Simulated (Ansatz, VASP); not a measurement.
## Two plane-wave programs on PbSe

```
CELL_PARAMETERS angstrom
0.00000 3.16345 3.08870
3.16345 0.00000 3.08870
3.16345 3.16345 0.00000
ATOMIC_POSITIONS crystal
Pb 0.00000 0.00000 0.00000
Se 0.50000 0.50000 0.50000
```

Change from the starting cell: biaxial_xy strain +2.4%.

Alike in both runs: task single point; functional r2SCAN; k mesh 8 × 8 × 8; no spin polarisation.

|  | VASP | Ansatz |
| --- | --- | --- |
| version | VASP 6.6.1 | Ansatz 0.2.0 |
| potentials or method | VASP PAW PBE potentials, release 64 (Pb_d, Se) | plane waves, PAW |
| plane-wave cutoff (eV) | 520 | 500 |
| occupations | gaussian, width 0.01 eV | fixed |
| valence electrons in the cell | 20 | 30 |

```csv
,VASP,Ansatz,Ansatz less VASP
gap on the k mesh at the Fermi level (eV),0.80,0.79,-0.005
pressure (GPa),-2.1,-2.1,+0.01
"traceless stress, the component that is largest in VASP (GPa)",1.52,1.51,-0.005
```

VASP's potentials were made for PBE, not for r2SCAN. VASP's potentials hold 20 valence electrons a cell and Ansatz's 30, so a difference there can come from the potentials and not from the codes.

Neither program's run includes spin-orbit coupling.
